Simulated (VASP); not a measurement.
Crystal: Al2Cu.

```
CELL_PARAMETERS angstrom
-2.03034 2.03034 2.85109
2.03034 -2.03034 2.85109
2.03034 2.03034 -2.85109
ATOMIC_POSITIONS crystal
Al 0.75000 0.25000 0.50000
Al 0.25000 0.75000 0.50000
Cu 0.50000 0.50000 0.00000
```

- Program: VASP 6.6.1
- Task: relaxation of cell and atoms
- Functional: PBE
- Potentials or basis: VASP PAW PBE potentials, release 64 (Al, Cu)
- Cutoff: 600 eV
- k mesh: 14 × 14 × 14
- Occupations: gaussian, width 0.1 eV
- Spin: no spin polarisation

At the start: pressure 3.1 GPa; volume 15.67 Å³/atom.

Problem. How do energy, volume and symmetry change on relaxing?

Solution. Over 7 steps the energy falls by 4.6 meV/atom and the volume is 16.14 Å³/atom (+3.0 %); space group Fm-3m (No. 225, to 0.05 Å).

Step by step:
```
step  energy change (eV)  largest force (eV/Å)  pressure (GPa)  volume (Å³)
   1              0.0000                0.0000            3.07        47.01
   2             -0.0113                0.0000           -1.27        49.09
   3             -0.0137                0.0000           -0.01        48.46
   4             -0.0137                0.0000           -0.07        48.49
   5             -0.0138                0.0000           -0.06        48.48
   6             -0.0139                0.0000           -0.05        48.48
   7             -0.0139                0.0000            0.04        48.43
```

Final structure:
```cif
data_structure
_symmetry_space_group_name_H-M 'P 1'
_symmetry_Int_Tables_number 1
_cell_length_a 4.0914
_cell_length_b 4.0914
_cell_length_c 4.0914
_cell_angle_alpha 119.999
_cell_angle_beta 119.999
_cell_angle_gamma 90.002
_cell_volume 48.43
loop_
_atom_site_label
_atom_site_type_symbol
_atom_site_fract_x
_atom_site_fract_y
_atom_site_fract_z
_atom_site_occupancy
Al1 Al 0.75000 0.25000 0.50000 1
Al2 Al 0.25000 0.75000 0.50000 1
Cu1 Cu 0.50000 0.50000 0.00000 1
```
